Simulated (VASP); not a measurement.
Runs of VASP 6.6.1 on Pd. The structure is that of space group I4/mmm (No. 139), or close to it. The cells are those of the table. 

| cell | gap on the mesh (eV) | pressure (GPa) |
| --- | --- | --- |
| a = 2.753, b = 2.753, c = 2.861 Å, angles 58.7, 58.7, 62.6°, 1 atom | none | -8.7 |
| a = 2.701, b = 2.701, c = 2.861 Å, angles 58.0, 58.0, 64.0°, 1 atom | none | (b) |
| a = 2.810, b = 2.810, c = 2.640 Å, angles 62.0, 62.0, 56.0°, 1 atom | none | -0.4 |
| a = 2.810, b = 2.810, c = 2.971 Å, angles 58.1, 58.1, 63.8°, 1 atom | none | -17.8 |
| a = 2.759, b = 2.759, c = 2.971 Å, angles 57.4, 57.4, 65.1°, 1 atom | none | -12.9 |
| a = 2.863, b = 2.863, c = 2.971 Å, angles 58.7, 58.7, 62.5°, 1 atom | none | (a) |

Alike in all rows: task single point; level PBEsol; potentials or basis VASP PAW PBE potentials, release 64 (Pd); no spin polarisation; k mesh 20 × 20 × 20; cutoff (eV) 520; smearing gaussian 0.15 eV.

**Question.** Estimate the missing entries.

**Answer.** (a) -21.3; (b) -1.0.

Caveats: the PAW data sets were made with another functional, which shifts forces and pressure a little; the cell stands under tension (at least some runs); the stress differs along the axes, from -7 to 3 GPa (at least some runs).

A k mesh can miss the band edges, and the runs leave out spin-orbit coupling on Pd.

A gap of «none» marks levels without a gap at the run's occupations.
